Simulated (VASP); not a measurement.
# Ta2N (P-3m1) in VASP: further runs

Ta2N is run at these levels: LDA; tasks: single point.

All numbers are computed with VASP 6.6.1; they aren't measurements. Logs are shortened: lines on timing, memory, paths and dates and some standing lists are left out, and cuts for length are marked.

### Step 1. The cell of the first run

The structure is trigonal, space group P-3m1 (No. 164). The conventional cell has a = 2.927 Å, b = 2.927 Å, c = 4.958 Å, α = 90.00°, β = 90.00°, γ = 120.00°. Ta (site symmetry 3m) has 3 N at 2.11 Å within 2.8 Å. N (site symmetry -3m) has 6 Ta at 2.11 Å within 2.8 Å.

### Step 2. Single point, LDA (12.26 Å³/atom)

File INCAR:

```
SYSTEM = Ta2N
  PREC = Accurate
  ENCUT = 700
  EDIFF = 1E-6
  ISMEAR = 0
  SIGMA = 0.15
  LREAL = .False.
  LASPH = .True.
  NELM = 120
  ALGO = Normal
  ISIF = 2
  LWAVE = .False.
  LCHARG = .False.
  NBANDS = 22
  GGA_COMPAT = .False.
```

File KPOINTS:

```
regular mesh
0
Gamma
  18 18 10
  0 0 0
```

File POSCAR:

```
Ta2N
1.0
    2.9270925406      0.0000000000      0.0000000000
   -1.4635462703      2.5349364994      0.0000000000
    0.0000000000      0.0000000000      4.9584947638
Ta N
2 1
Direct
    0.6666666667      0.3333333333      0.7466885012
    0.3333333333      0.6666666667      0.2533114988
    0.0000000000      0.0000000000      0.0000000000
```

Potentials or basis: VASP PAW LDA potentials, release 64 (Ta_sv_GW, N).

Command:

```bash
$ cat potpaw_LDA.64/Ta_sv_GW/POTCAR potpaw_LDA.64/N/POTCAR > POTCAR
$ mpirun -np 1 vasp_std > vasp.out
```

OUTCAR:

```text
SYSTEM = Ta2N
   PREC = Accurate
   ENCUT = 700
   EDIFF = 1E-6
   ISMEAR = 0
   LREAL = .False.
   LASPH = .True.
   NELM = 120
   ISIF = 2

 ion  position               nearest neighbor table
   1  0.667  0.333  0.747-   3 2.11   3 2.11   3 2.11   2 2.97   2 2.97   2 2.97   2 3.03   2 3.03
                             2 3.03
   2  0.333  0.667  0.253-   3 2.11   3 2.11   3 2.11   1 2.97   1 2.97   1 2.97   1 3.03   1 3.03
                             1 3.03
   3  0.000  0.000  0.000-   1 2.11   2 2.11   1 2.11   2 2.11   1 2.11   2 2.11

  LATTYP: Found a hexagonal cell.
 ALAT       =     2.9270925406
 C/A-ratio  =     1.6940000000

  Lattice vectors:

 A1 = (   2.9270925406,   0.0000000000,   0.0000000000)
 A2 = (  -1.4635462703,   2.5349364994,   0.0000000000)
 A3 = (   0.0000000000,   0.0000000000,   4.9584947638)

Analysis of symmetry for initial positions (statically):
=====================================================================
 Subroutine PRICEL returns:
 Original cell was already a primitive cell.

 Routine SETGRP: Setting up the symmetry group for a
 hexagonal supercell.

 Subroutine GETGRP returns: Found 12 space group operations
 (whereof 12 operations were pure point group operations)
 out of a pool of 24 trial point group operations.

The static configuration has the point symmetry D_3d.

Analysis of symmetry for dynamics (positions and initial velocities):
=====================================================================
 Subroutine PRICEL returns:
 Original cell was already a primitive cell.

 Routine SETGRP: Setting up the symmetry group for a
 hexagonal supercell.

 Subroutine GETGRP returns: Found 12 space group operations
 (whereof 12 operations were pure point group operations)
 out of a pool of 24 trial point group operations.

The dynamic configuration has the point symmetry D_3d.

 Subroutine INISYM returns: Found 12 space group operations
 (whereof 12 operations are pure point group operations),
 and found     1 'primitive' translations

----------------------------------------------------------------------------------------

                                     Primitive cell

  volume of cell :      36.7920

  direct lattice vectors                    reciprocal lattice vectors
     2.927092541  0.000000000  0.000000000     0.341635936  0.197243600  0.000000000
    -1.463546270  2.534936499  0.000000000     0.000000000  0.394487199  0.000000000
     0.000000000  0.000000000  4.958494764     0.000000000  0.000000000  0.201674106

  length of vectors
     2.927092541  2.927092541  4.958494764     0.394487199  0.394487199  0.201674106

  position of ions in fractional coordinates (direct lattice)
     0.666666667  0.333333333  0.746688501
     0.333333333  0.666666667  0.253311499
     0.000000000  0.000000000  0.000000000

  ion indices of the primitive-cell ions
   primitive index   ion index
                 1           1
                 2           2
                 3           3

----------------------------------------------------------------------------------------

 KPOINTS: regular mesh

Automatic generation of k-mesh.
 Grid dimensions read from file:
 generate k-points for:   18   18   10

 Generating k-lattice:

  Cartesian coordinates                     Fractional coordinates (reciprocal lattice)
     0.018979774  0.010957978  0.000000000     0.055555556  0.000000000  0.000000000
     0.000000000  0.021915956  0.000000000     0.000000000  0.055555556  0.000000000
     0.000000000  0.000000000  0.020167411     0.000000000  0.000000000  0.100000000

  Length of vectors
     0.021915956  0.021915956  0.020167411

  Shift w.r.t. Gamma in fractional coordinates (k-lattice)
     0.000000000  0.000000000  0.000000000

 Subroutine IBZKPT returns following result:
 ===========================================

 Found    330 irreducible k-points:

 Following reciprocal coordinates:
            Coordinates               Weight
  0.000000  0.000000  0.000000      1.000000
  0.055556  0.000000  0.000000      6.000000
  0.111111  0.000000  0.000000      6.000000
  0.166667  0.000000  0.000000      6.000000
  0.222222  0.000000  0.000000      6.000000
  0.277778  0.000000  0.000000      6.000000
[... 16 lines left out ...]
  0.333333  0.111111  0.000000     12.000000
  0.388889  0.111111  0.000000     12.000000
 [... further k-points ...]
   k-points           NKPTS =    330   k-points in BZ     NKDIM =    330   number of bands    NBANDS=     22
   number of dos      NEDOS =    301   number of ions     NIONS =      3
   total plane-waves  NPLWV =  37632
   dimension x,y,z NGX =    28 NGY =   28 NGZ =   48
   dimension x,y,z NGXF=    56 NGYF=   56 NGZF=   96
   ions per type =               2   1
   NGX,Y,Z   is equivalent  to a cutoff of  15.90, 15.90, 16.09 a.u.
   NGXF,Y,Z  is equivalent  to a cutoff of  31.81, 31.81, 32.19 a.u.
 SYSTEM =  Ta2N
   PREC   = accura    normal or accurate (medium, high low for compatibility)
   ISTART =      0    job   : 0-new  1-cont  2-samecut
   ICHARG =      2    charge: 1-file 2-atom 10-const
   ISPIN  =      1    spin polarized calculation?
   LNONCOLLINEAR =      F non collinear calculations
   LSORBIT =      F    spin-orbit coupling
   LASPH  =      T    aspherical Exc in radial PAW
   ENCUT  =  700.0 eV  51.45 Ry    7.17 a.u.   6.31  6.31 10.70*2*pi/ulx,y,z
   NELM   =    120;   NELMIN=  2; NELMDL= -5     # of ELM steps
   EDIFF  = 0.1E-05   stopping-criterion for ELM
   LREAL  =      F    real-space projection
   EDIFFG = 0.1E-04   stopping-criterion for IOM
   NSW    =      0    number of steps for IOM
   IBRION =     -1    ionic relax: 0-MD 1-quasi-New 2-CG
   NFREE  =      0    steps in history (QN), initial steepest desc. (CG)
   ISIF   =      2    stress and relaxation
   ISYM   =      2    0-nonsym 1-usesym 2-fastsym
   POTIM  = 0.5000    time-step for ionic-motion
   TEBEG  =    0.0;   TEEND  =   0.0 temperature during run
   PSTRESS=    0.0 pullay stress
   NELECT =      31.0000    total number of electrons
   NUPDOWN=      -1.0000    fix difference up-down
   EMIN   =  10.00;   EMAX   =-10.00  energy-range for DOS
   EFERMI =   0.00;   METHOD = LEGACY
   ISMEAR =     0;   SIGMA  =   0.15  broadening in eV -4-tet -1-fermi 0-gaus
   EFERMI_NEDOS =   21; number of points for ismear=-14 and -15
   IALGO  =     38    algorithm
   IMIX   =      4    mixing-type and parameters
     AMIX     =   0.40;   BMIX     =  1.00
     AMIX_MAG =   1.60;   BMIX_MAG =  1.00
  volume/ion in A,a.u.               =      12.26        82.76
  Fermi-wavevector in a.u.,A,eV,Ry     =   1.546242  2.921975 32.529704  2.390866
  Thomas-Fermi vector in A             =   2.651506
   LORBIT       =      0    0 simple, 1 ext, 2 COOP (PROOUT), +10 PAW based schemes
   GGA     = CA    functional components
   LHFCALC =     F    Hartree Fock is set to
   AEXX    =    0.0000 exact exchange contribution
   IVDW    =     0    specifies the selected vdW correction
   LEPSILON=     F    determine dielectric tensor
   LRPA    =     F    only Hartree local field effects (RPA)
 non-spin polarized calculation
 Gauss-broadening in eV      SIGMA  =   0.15
  energy-cutoff  :      700.00
  volume of cell :       36.79
 maximum number of plane-waves:      1568
 NGX is ok and might be reduce to    28
   NGX = 13   NGY = 13   NGZ = 21

 number of electron      30.9999999 magnetization

 Free energy of the ion-electron system (eV)
  ---------------------------------------------------
  ext. energy  EPLUGINS =         0.00000000
  ---------------------------------------------------
  free energy    TOTEN  =       -42.40434166 eV

  energy without entropy =      -42.39151462  energy(sigma->0) =      -42.39792814

 E-fermi :  12.9603     XC(G=0): -14.0604

 val. band max:       12.9492738888   @ k =   0.1111   0.1111   0.5000
 cond. band min:      12.9628134164   @ k =   0.0000   0.2222   0.2000
 fundamental gap:      0.0135395276
 Fermi energy:        12.9603019648

 k-point     1 :       0.0000    0.0000    0.0000
  band No.  band energies     occupation
      1     -54.9914      2.00000
      2     -54.8991      2.00000
      3     -22.4953      2.00000
      4     -21.3163      2.00000
      5     -21.3163      2.00000
      6     -21.2841      2.00000
[... 14 lines left out ...]
     21      14.3958      0.00000
     22      18.6584      0.00000

 k-point     2 :       0.0556    0.0000    0.0000
  band No.  band energies     occupation
      1     -54.9883      2.00000
      2     -54.8972      2.00000
      3     -22.4819      2.00000
      4     -21.3528      2.00000
      5     -21.3275      2.00000
      6     -21.2853      2.00000
[... 14 lines left out ...]
     21      14.7782      0.00000
     22      18.7022      0.00000

 k-point     3 :       0.1111    0.0000    0.0000
  band No.  band energies     occupation
      1     -54.9793      2.00000
      2     -54.8919      2.00000
      3     -22.4427      2.00000
      4     -21.4541      2.00000
      5     -21.3584      2.00000
      6     -21.3388      2.00000
[... 14 lines left out ...]
     21      15.5343      0.00000
     22      18.6600      0.00000

 k-point     4 :       0.1667    0.0000    0.0000
  band No.  band energies     occupation
      1     -54.9653      2.00000
      2     -54.8838      2.00000
      3     -22.3806      2.00000
      4     -21.6078      2.00000
      5     -21.4824      2.00000
      6     -21.4033      2.00000
[... 14 lines left out ...]
     21      16.5325      0.00000
     22      18.4520      0.00000

 k-point     5 :       0.2222    0.0000    0.0000
  band No.  band energies     occupation
      1     -54.9478      2.00000
      2     -54.8743      2.00000
      3     -22.3014      2.00000
      4     -21.7930      2.00000
      5     -21.6510      2.00000
      6     -21.4559      2.00000
[... 14 lines left out ...]
     21      17.4986      0.00000
     22      18.2524      0.00000

 k-point     6 :       0.2778    0.0000    0.0000
  band No.  band energies     occupation
      1     -54.9285      2.00000
      2     -54.8646      2.00000
      3     -22.2177      2.00000
      4     -21.9791      2.00000
      5     -21.8226      2.00000
      6     -21.5096      2.00000
[... 14 lines left out ...]
     21      17.8700      0.00000
     22      18.6672      0.00000

 k-point     7 :       0.3333    0.0000    0.0000
  band No.  band energies     occupation
      1     -54.9096      2.00000
      2     -54.8564      2.00000
      3     -22.2165      2.00000
      4     -22.0690      2.00000
      5     -21.9712      2.00000
      6     -21.5586      2.00000
[... 324 lines left out ...]
      6     -21.4536      2.00000
[... 14 lines left out ...]
     21      17.7906      0.00000
     22      18.2916      0.00000

 k-point    21 :       0.2222    0.1111    0.0000
  band No.  band energies     occupation
      1     -54.9225      2.00000
      2     -54.8618      2.00000
      3     -22.1916      2.00000
      4     -21.9752      2.00000
      5     -21.8787      2.00000
      6     -21.5286      2.00000
[... 14 lines left out ...]
     21      18.1363      0.00000
     22      18.6252      0.00000

 k-point    22 :       0.2778    0.1111    0.0000
  band No.  band energies     occupation
      1     -54.9044      2.00000
      2     -54.8543      2.00000
      3     -22.2006      2.00000
      4     -22.0496      2.00000
      5     -21.9811      2.00000
      6     -21.6001      2.00000
[... 14 lines left out ...]
     21      18.1922      0.00000
     22      19.1482      0.00000

 k-point    23 :       0.3333    0.1111    0.0000
  band No.  band energies     occupation
      1     -54.8886      2.00000
      2     -54.8492      2.00000
      3     -22.3112      2.00000
      4     -22.1042      2.00000
      5     -21.9491      2.00000
      6     -21.6575      2.00000
[... 14 lines left out ...]
     21      18.2636      0.00000
     22      19.1099      0.00000

 k-point    24 :       0.3889    0.1111    0.0000
  band No.  band energies     occupation
      1     -54.8772      2.00000
      2     -54.8468      2.00000
      3     -22.3918      2.00000
      4     -22.1626      2.00000
      5     -21.8815      2.00000
      6     -21.6943      2.00000
[... 14 lines left out ...]
     21      18.3663      0.00000
     22      18.8427      0.00000

 [... further k-points ...]
[... 5 lines left out ...]
  --------------------------------------------------------------------------------------
  -------------------------------------------------------------------------------------
  Total        6.4342452      6.4342452      1.9491315      0.0000000     -0.0000000      0.0000000
  in kB      280.1913958    280.1913958     84.8786220      0.0000000     -0.0000000      0.0000000
  external PRESSURE =     215.0871378 kB  Pullay stress =       0.0000000 kB

 VOLUME and BASIS-vectors are now :
 -----------------------------------------------------------------------------
  energy-cutoff  :      700.00
  volume of cell :       36.79
      direct lattice vectors                 reciprocal lattice vectors
     2.927092541  0.000000000  0.000000000     0.341635936  0.197243600  0.000000000
    -1.463546270  2.534936499  0.000000000     0.000000000  0.394487199  0.000000000
     0.000000000  0.000000000  4.958494764     0.000000000  0.000000000  0.201674106

 POSITION                                       TOTAL-FORCE (eV/Angst)
 -----------------------------------------------------------------------------------
      1.46355      0.84498      3.70245         0.000000      0.000000     -1.196842
     -0.00000      1.68996      1.25604        -0.000000      0.000000      1.196842
      0.00000      0.00000      0.00000        -0.000000      0.000000      0.000000
 -----------------------------------------------------------------------------------
    total drift:                               -0.000000      0.000000      0.000000

  FREE ENERGIE OF THE ION-ELECTRON SYSTEM (eV)
  ---------------------------------------------------
  free  energy   TOTEN  =       -42.4043416645 eV

  energy  without entropy=      -42.3915146177  energy(sigma->0) =      -42.39792814
```

It took 12 min on 1 thread of Intel Xeon Platinum 8375C at 2.90GHz (Ice Lake), shared host; peak memory 0.47 GiB.

What came out:

```
Free energy            : -42.4043 eV
Pressure               : 21.5 GPa
Largest force          : 1.197 eV/Å
Band gap on the k mesh : zero (an odd number of electrons rules out a gap without spin polarisation)
```

Forces in eV/Å, atoms in the order of the input:
```
Ta   0.000  0.000 -1.197
Ta   0.000  0.000  1.197
N    0.000  0.000  0.000
```

Caveat: the stress differs along the axes, from 8 to 28 GPa; spin-orbit coupling is left out, which moves the levels of the heavy elements; forces of over 1 eV/Å act on the atoms, so gaps and moduli don't describe the material at rest.

(Continued in part 2 of 2.)
